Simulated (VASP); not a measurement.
# Mo (P6_3/mmc) in VASP: further runs

Runs on Mo. Level: PBE. Tasks: single point.

Everything below comes from runs of VASP 6.6.1. Logs are shortened: lines on timing, memory, paths and dates and some standing lists are left out, and cuts for length are marked.

### Step 1. The cell of the first run

The structure is hexagonal, space group P6_3/mmc (No. 194). Conventional cell: a = 2.756 Å, b = 2.756 Å, c = 4.903 Å, α = 90.00°, β = 90.00°, γ = 120.00°. Mo (site symmetry -6m2) has 12 Mo at 2.76 to 2.92 Å within 3.6 Å.

This isn't the form of Mo at room conditions, which is bcc.

### Step 2. Single point, PBE, non-collinear spin, zero start, spin-orbit coupling

The input, INCAR:

```
SYSTEM = Mo
ALGO = Fast ; EDIFF = 1E-6
ENCUT = 520 ; GGA = PE
GGA_COMPAT = .FALSE. ; ISIF = 2
ISMEAR = 0 ; LASPH = .TRUE.
LCHARG = .FALSE. ; LMAXMIX = 4
LORBIT = 11 ; LORBMOM = .TRUE.
LREAL = .FALSE. ; LSORBIT = .TRUE.
LWAVE = .FALSE. ; MAGMOM = 0 0 0 0 0 0
NBANDS = 40 ; NELM = 150
PREC = Accurate ; SIGMA = 0.05
```

The input, KPOINTS:

```
k-points
0
G
  18 18 8
  0 0 0
```

The input, POSCAR:

```
Mo
1.0
    2.7562662519      0.0000000000      0.0000000000
   -1.3781331260      2.3869965937      0.0000000000
    0.0000000000      0.0000000000      4.9031605648
Mo
2
Direct
    0.3333333333      0.6666666667      0.7500000000
    0.6666666667      0.3333333333      0.2500000000
```

Potentials or basis: VASP PAW PBE potentials, release 64 (Mo_sv).

Launch:

```bash
$ cat potpaw_PBE.64/Mo_sv/POTCAR > POTCAR
$ mpirun -np 1 vasp_ncl > vasp.out
```

OUTCAR:

```text
SYSTEM = Mo
   EDIFF = 1E-6
   ENCUT = 520
   GGA = PE
   ISIF = 2
   ISMEAR = 0
   LASPH = .TRUE.
   LORBIT = 11
   LREAL = .FALSE.
   LSORBIT = .TRUE.
   NELM = 150
   PREC = Accurate

 ion  position               nearest neighbor table
   1  0.333  0.667  0.750-   2 2.92   2 2.92   2 2.92   2 2.92   2 2.92   2 2.92
   2  0.667  0.333  0.250-   1 2.92   1 2.92   1 2.92   1 2.92   1 2.92   1 2.92

  LATTYP: Found a hexagonal cell.
 ALAT       =     2.7562662519
 C/A-ratio  =     1.7789139788

  Lattice vectors:

 A1 = (   2.7562662519,   0.0000000000,   0.0000000000)
 A2 = (  -1.3781331260,   2.3869965937,   0.0000000000)
 A3 = (   0.0000000000,   0.0000000000,   4.9031605648)

Analysis of symmetry for initial positions (statically):
=====================================================================
 Subroutine PRICEL returns:
 Original cell was already a primitive cell.

 Routine SETGRP: Setting up the symmetry group for a
 hexagonal supercell.

 Subroutine GETGRP returns: Found 24 space group operations
 (whereof 12 operations were pure point group operations)
 out of a pool of 24 trial point group operations.

The static configuration has the point symmetry D_3d.
 The point group associated with its full space group is D_6h.

Analysis of symmetry for dynamics (positions and initial velocities):
=====================================================================
 Subroutine PRICEL returns:
 Original cell was already a primitive cell.

 Routine SETGRP: Setting up the symmetry group for a
 hexagonal supercell.

 Subroutine GETGRP returns: Found 24 space group operations
 (whereof 12 operations were pure point group operations)
 out of a pool of 24 trial point group operations.

The dynamic configuration has the point symmetry D_3d.
 The point group associated with its full space group is D_6h.

Analysis of structural, dynamic, and magnetic symmetry:
=====================================================================
 Subroutine PRICEL returns:
 Original cell was already a primitive cell.

 Routine SETGRP: Setting up the symmetry group for a
 hexagonal supercell.

 Subroutine GETGRP returns: Found 24 space group operations
 (whereof 12 operations were pure point group operations)
 out of a pool of 24 trial point group operations.

The overall configuration has the point symmetry D_3d.
 The point group associated with its full space group is D_6h.

 Subroutine INISYM returns: Found 24 space group operations
 (whereof 12 operations are pure point group operations),
 and found     1 'primitive' translations

----------------------------------------------------------------------------------------

                                     Primitive cell

  volume of cell :      32.2589

  direct lattice vectors                    reciprocal lattice vectors
     2.756266252  0.000000000  0.000000000     0.362809652  0.209468250  0.000000000
    -1.378133126  2.386996594  0.000000000     0.000000000  0.418936501  0.000000000
     0.000000000  0.000000000  4.903160565     0.000000000  0.000000000  0.203950082

  length of vectors
     2.756266252  2.756266252  4.903160565     0.418936501  0.418936501  0.203950082

  position of ions in fractional coordinates (direct lattice)
     0.333333333  0.666666667  0.750000000
     0.666666667  0.333333333  0.250000000

  ion indices of the primitive-cell ions
   primitive index   ion index
                 1           1
                 2           2

----------------------------------------------------------------------------------------

 KPOINTS: k-points

Automatic generation of k-mesh.
 Grid dimensions read from file:
 generate k-points for:   18   18    8

 Generating k-lattice:

  Cartesian coordinates                     Fractional coordinates (reciprocal lattice)
     0.020156092  0.011637125  0.000000000     0.055555556 -0.000000000  0.000000000
[... 104 lines left out ...]

 Free energy of the ion-electron system (eV)
  ---------------------------------------------------
  ext. energy  EPLUGINS =         0.00000000
  ---------------------------------------------------
  free energy    TOTEN  =       -21.21018578 eV

  energy without entropy =      -21.20651550  energy(sigma->0) =      -21.20835064

 E-fermi :  11.8132     XC(G=0): -13.1911

 val. band max:       11.8128877923   @ k =   0.3333   0.0556   0.1250
 cond. band min:      11.8138146277   @ k =   0.3333   0.1111   0.5000
 fundamental gap:      0.0009268354
 Fermi energy:        11.8132404101

 k-point     1 :       0.0000    0.0000    0.0000
  band No.  band energies     occupation
      1     -49.0558      1.00000
      2     -49.0558      1.00000
      3     -48.9025      1.00000
      4     -48.9025      1.00000
      5     -24.5870      1.00000
      6     -24.5870      1.00000
[... 1021 lines left out ...]
     39      20.5435      0.00000
     40      20.5435      0.00000

 [... further k-points ...]

------------------------ aborting loop because EDIFF is reached ----------------------------------------

  FORCE on cell =-STRESS in cart. coord.  units (eV):
  Direction    XX          YY          ZZ          XY          YZ          ZX
  --------------------------------------------------------------------------------------
  -------------------------------------------------------------------------------------
  Total        0.0926335      0.0926335      0.0552937     -0.0000000      0.0000000     -0.0000000
  in kB        4.6007617      4.6007617      2.7462295     -0.0000000      0.0000000     -0.0000000
  external PRESSURE =       3.9825843 kB  Pullay stress =       0.0000000 kB

 VOLUME and BASIS-vectors are now :
 -----------------------------------------------------------------------------
  energy-cutoff  :      520.00
  volume of cell :       32.26
      direct lattice vectors                 reciprocal lattice vectors
     2.756266252  0.000000000  0.000000000     0.362809652  0.209468250  0.000000000
    -1.378133126  2.386996594  0.000000000     0.000000000  0.418936501  0.000000000
     0.000000000  0.000000000  4.903160565     0.000000000  0.000000000  0.203950082

 POSITION                                       TOTAL-FORCE (eV/Angst)
 -----------------------------------------------------------------------------------
     -0.00000      1.59133      3.67737         0.000000      0.000000      0.000000
      1.37813      0.79567      1.22579        -0.000000      0.000000     -0.000000
 -----------------------------------------------------------------------------------
    total drift:                               -0.000000     -0.000000     -0.000000

  FREE ENERGIE OF THE ION-ELECTRON SYSTEM (eV)
  ---------------------------------------------------
  free  energy   TOTEN  =       -21.2101857813 eV

  energy  without entropy=      -21.2065154980  energy(sigma->0) =      -21.20835064

 orbital moment (x)

 # of ion     p       d       tot
 ----------------------------------------
  1         0.000   0.000   0.000
  2         0.000  -0.000  -0.000
 ----------------------------------------
            0.000  -0.000  -0.000

 orbital moment (y)

 # of ion     p       d       tot
 ----------------------------------------
  1         0.000   0.000   0.000
  2        -0.000   0.000   0.000
 ----------------------------------------
           -0.000   0.000   0.000

 orbital moment (z)

 # of ion     p       d       tot
 ----------------------------------------
  1         0.000  -0.000  -0.000
  2         0.000   0.000   0.000
 ----------------------------------------
            0.000  -0.000  -0.000

 Spin-Orbit-Coupling matrix elements

 Ion:    1  E_soc:     -0.2112864
 l=   1
     0.0000000    -0.0303504    -0.0304608
    -0.0303504     0.0000000    -0.0303504
    -0.0304608    -0.0303504     0.0000000
 l=   2
     0.0000000    -0.0008754     0.0000000    -0.0008754    -0.0040736
    -0.0008754     0.0000000    -0.0030427    -0.0008210    -0.0008754
     0.0000000    -0.0030427     0.0000000    -0.0030427     0.0000000
    -0.0008754    -0.0008210    -0.0030427     0.0000000    -0.0008754
    -0.0040736    -0.0008754     0.0000000    -0.0008754     0.0000000
 l=   3
     0.0000000     0.0000000     0.0000000     0.0000000     0.0000000     0.0000000     0.0000000
     0.0000000     0.0000000     0.0000000     0.0000000     0.0000000     0.0000000     0.0000000
     0.0000000     0.0000000     0.0000000     0.0000000     0.0000000     0.0000000     0.0000000
     0.0000000     0.0000000     0.0000000     0.0000000     0.0000000     0.0000000     0.0000000
     0.0000000     0.0000000     0.0000000     0.0000000     0.0000000     0.0000000     0.0000000
     0.0000000     0.0000000     0.0000000     0.0000000     0.0000000     0.0000000     0.0000000
     0.0000000     0.0000000     0.0000000     0.0000000     0.0000000     0.0000000     0.0000000

 Ion:    2  E_soc:     -0.2112864
 l=   1
     0.0000000    -0.0303504    -0.0304608
    -0.0303504     0.0000000    -0.0303504
    -0.0304608    -0.0303504     0.0000000
 l=   2
     0.0000000    -0.0008754     0.0000000    -0.0008754    -0.0040736
    -0.0008754     0.0000000    -0.0030427    -0.0008210    -0.0008754
     0.0000000    -0.0030427     0.0000000    -0.0030427     0.0000000
    -0.0008754    -0.0008210    -0.0030427     0.0000000    -0.0008754
    -0.0040736    -0.0008754     0.0000000    -0.0008754     0.0000000
 l=   3
     0.0000000     0.0000000     0.0000000     0.0000000     0.0000000     0.0000000     0.0000000
     0.0000000     0.0000000     0.0000000     0.0000000     0.0000000     0.0000000     0.0000000
     0.0000000     0.0000000     0.0000000     0.0000000     0.0000000     0.0000000     0.0000000
     0.0000000     0.0000000     0.0000000     0.0000000     0.0000000     0.0000000     0.0000000
     0.0000000     0.0000000     0.0000000     0.0000000     0.0000000     0.0000000     0.0000000
     0.0000000     0.0000000     0.0000000     0.0000000     0.0000000     0.0000000     0.0000000
     0.0000000     0.0000000     0.0000000     0.0000000     0.0000000     0.0000000     0.0000000

 total charge

# of ion       s       p       d       tot
------------------------------------------
    1        2.382   6.181   3.914  12.477
    2        2.382   6.181   3.914  12.477
--------------------------------------------------
tot          4.764  12.361   7.828  24.954

 magnetization (x)

# of ion       s       p       d       tot
------------------------------------------
    1        0.000   0.000   0.000   0.000
    2        0.000   0.000   0.000   0.000
--------------------------------------------------
tot          0.000   0.000   0.000   0.000

 magnetization (y)

# of ion       s       p       d       tot
------------------------------------------
    1       -0.000   0.000  -0.000  -0.000
    2        0.000   0.000  -0.000  -0.000
--------------------------------------------------
tot         -0.000   0.000  -0.000  -0.000

 magnetization (z)

# of ion       s       p       d       tot
------------------------------------------
    1        0.000   0.000   0.000   0.000
    2        0.000   0.000   0.000   0.000
--------------------------------------------------
tot          0.000   0.000   0.000   0.000
```

Wall time 9.7 min (1 thread of Oxide Virtual Turin-like, shared host); peak memory 0.39 GiB.

Results:

- Free energy: -21.2102 eV
- Pressure: 0.4 GPa
- Net moment: 0.00 μB per cell
- Valence electrons inside the program's atomic spheres: Mo 12.48

Stress tensor (GPa, compression positive):
```
0.46 0.00 0.00
0.00 0.46 0.00
0.00 0.00 0.27
```

Moments on the atoms (μB; x, y, z):
```
Mo  0.00 0.00 0.00
Mo  0.00 0.00 0.00
```

### Step 3. Single point, PBE, non-collinear spin, zero start, spin-orbit coupling (16.18 Å³/atom)

This run uses another cell than the first one, of 16.18 Å³/atom.

The input, INCAR:

```
ALGO = Normal
EDIFF = 1E-6
ENCUT = 520
GGA = PE
GGA_COMPAT = F
ISIF = 2
ISMEAR = 0
LASPH = T
LCHARG = T
LMAXMIX = 4
LORBIT = 11
LORBMOM = T
LREAL = F
LSORBIT = T
LVHAR = T
LWAVE = F
MAGMOM = 0 0 0 0 0 0
NBANDS = 40
NELM = 150
PREC = Accurate
SIGMA = 0.05
```

The input, KPOINTS:

```
k-points
0
Gamma
  18 18 8
```

The input, POSCAR:

```
Mo
1.0
    2.7593308067      0.0000000000      0.0000000000
   -1.3796654034      2.3896505760      0.0000000000
    0.0000000000      0.0000000000      4.9086121442
Mo
2
Direct
    0.3333333333      0.6666666667      0.7500000000
    0.6666666667      0.3333333333      0.2500000000
```

Potentials or basis: VASP PAW PBE potentials, release 64 (Mo_sv).

Launch:

```bash
$ cat potpaw_PBE.64/Mo_sv/POTCAR > POTCAR
$ mpirun -np 1 vasp_ncl > vasp.out
```

OUTCAR:

```text
EDIFF = 1E-6
   ENCUT = 520
   GGA = PE
   ISIF = 2
   ISMEAR = 0
   LASPH = T
   LORBIT = 11
   LREAL = F
   LSORBIT = T
   NELM = 150
   PREC = Accurate

 ion  position               nearest neighbor table
   1  0.333  0.667  0.750-   2 2.93   2 2.93   2 2.93   2 2.93   2 2.93   2 2.93
   2  0.667  0.333  0.250-   1 2.93   1 2.93   1 2.93   1 2.93   1 2.93   1 2.93

  LATTYP: Found a hexagonal cell.
 ALAT       =     2.7593308067
 C/A-ratio  =     1.7789139788

  Lattice vectors:

 A1 = (   2.7593308067,   0.0000000000,   0.0000000000)
 A2 = (  -1.3796654034,   2.3896505760,   0.0000000000)
 A3 = (   0.0000000000,   0.0000000000,   4.9086121442)

Analysis of symmetry for initial positions (statically):
=====================================================================
 Subroutine PRICEL returns:
 Original cell was already a primitive cell.

 Routine SETGRP: Setting up the symmetry group for a
 hexagonal supercell.

 Subroutine GETGRP returns: Found 24 space group operations
[... 1301 lines left out ...]
 l=   3
     0.0000000     0.0000000     0.0000000     0.0000000     0.0000000     0.0000000     0.0000000
     0.0000000     0.0000000     0.0000000     0.0000000     0.0000000     0.0000000     0.0000000
     0.0000000     0.0000000     0.0000000     0.0000000     0.0000000     0.0000000     0.0000000
     0.0000000     0.0000000     0.0000000     0.0000000     0.0000000     0.0000000     0.0000000
     0.0000000     0.0000000     0.0000000     0.0000000     0.0000000     0.0000000     0.0000000
     0.0000000     0.0000000     0.0000000     0.0000000     0.0000000     0.0000000     0.0000000
     0.0000000     0.0000000     0.0000000     0.0000000     0.0000000     0.0000000     0.0000000

 Ion:    2  E_soc:     -0.2113470
 l=   1
     0.0000000    -0.0303442    -0.0304536
    -0.0303442     0.0000000    -0.0303442
    -0.0304536    -0.0303442     0.0000000
 l=   2
     0.0000000    -0.0008781     0.0000000    -0.0008781    -0.0040910
    -0.0008781     0.0000000    -0.0030522    -0.0008235    -0.0008781
     0.0000000    -0.0030522     0.0000000    -0.0030522     0.0000000
    -0.0008781    -0.0008235    -0.0030522     0.0000000    -0.0008781
    -0.0040910    -0.0008781     0.0000000    -0.0008781     0.0000000
 l=   3
     0.0000000     0.0000000     0.0000000     0.0000000     0.0000000     0.0000000     0.0000000
     0.0000000     0.0000000     0.0000000     0.0000000     0.0000000     0.0000000     0.0000000
     0.0000000     0.0000000     0.0000000     0.0000000     0.0000000     0.0000000     0.0000000
     0.0000000     0.0000000     0.0000000     0.0000000     0.0000000     0.0000000     0.0000000
     0.0000000     0.0000000     0.0000000     0.0000000     0.0000000     0.0000000     0.0000000
     0.0000000     0.0000000     0.0000000     0.0000000     0.0000000     0.0000000     0.0000000
     0.0000000     0.0000000     0.0000000     0.0000000     0.0000000     0.0000000     0.0000000

 total charge

# of ion       s       p       d       tot
------------------------------------------
    1        2.381   6.180   3.909  12.470
    2        2.381   6.180   3.909  12.470
--------------------------------------------------
tot          4.762  12.359   7.818  24.939

 magnetization (x)

# of ion       s       p       d       tot
------------------------------------------
    1        0.000   0.000  -0.000  -0.000
    2        0.000   0.000   0.000   0.000
--------------------------------------------------
tot          0.000   0.000   0.000   0.000

 magnetization (y)

# of ion       s       p       d       tot
------------------------------------------
    1        0.000   0.000   0.000   0.000
    2        0.000   0.000   0.000   0.000
--------------------------------------------------
tot          0.000   0.000   0.000   0.000

 magnetization (z)

# of ion       s       p       d       tot
------------------------------------------
    1        0.000   0.000   0.000   0.000
    2        0.000   0.000   0.000   0.000
--------------------------------------------------
tot          0.000   0.000   0.000   0.000
```

OSZICAR:

```text
N       E                     dE             d eps       ncg     rms          rms(c)
DAV:   1     0.340191710121E+03    0.34019E+03   -0.17462E+04 14904   0.148E+03
DAV:   2    -0.129887985495E+02   -0.35318E+03   -0.34334E+03 16744   0.483E+02
DAV:   3    -0.223570901257E+02   -0.93683E+01   -0.90967E+01 16856   0.812E+01
DAV:   4    -0.224368990346E+02   -0.79809E-01   -0.79561E-01 15416   0.718E+00
DAV:   5    -0.224374960339E+02   -0.59700E-03   -0.59697E-03 16080   0.626E-01    0.187E+01
DAV:   6    -0.213610077463E+02    0.10765E+01   -0.22243E+00 15192   0.131E+01    0.509E+00
DAV:   7    -0.212190765339E+02    0.14193E+00   -0.42118E-01 15736   0.512E+00    0.128E+00
DAV:   8    -0.212122470627E+02    0.68295E-02   -0.45942E-03 15536   0.595E-01    0.813E-01
DAV:   9    -0.212101898457E+02    0.20572E-02   -0.26099E-03 15624   0.509E-01    0.156E-01
DAV:  10    -0.212102471697E+02   -0.57324E-04   -0.51363E-05 16984   0.773E-02    0.704E-02
DAV:  11    -0.212102620096E+02   -0.14840E-04   -0.15146E-05 15560   0.387E-02    0.141E-02
DAV:  12    -0.212102626886E+02   -0.67898E-06   -0.15463E-06 12152   0.126E-02
   1 F= -.21210263E+02 E0= -.21208420E+02  d E =-.368582E-02  mag=     0.0000     0.0000     0.0000
```

stdout:

```text
POSCAR found type information on POSCAR Mo
 POSCAR found :  1 types and       2 ions
 scaLAPACK will be used
 LDA part: xc-table for (Slater+PW92), standard interpolation
 POSCAR, INCAR and KPOINTS ok, starting setup
 FFT: planning ... GRIDC
 FFT: planning ... GRID_SOFT
 FFT: planning ... GRID
 WAVECAR not read
 entering main loop
```

It took 13 min on 1 thread of Oxide Virtual Turin-like, shared host; peak memory 0.43 GiB.

Results:

```yaml
Free_energy: -21.2103 eV
Pressure: -0.4 GPa
Net_moment: 0.00 μB per cell
Valence_electrons_inside_the_program's_atomic_spheres: Mo 12.47
```

Moments on the atoms (μB; x, y, z):
```
Mo  0.00 0.00 0.00
Mo  0.00 0.00 0.00
```
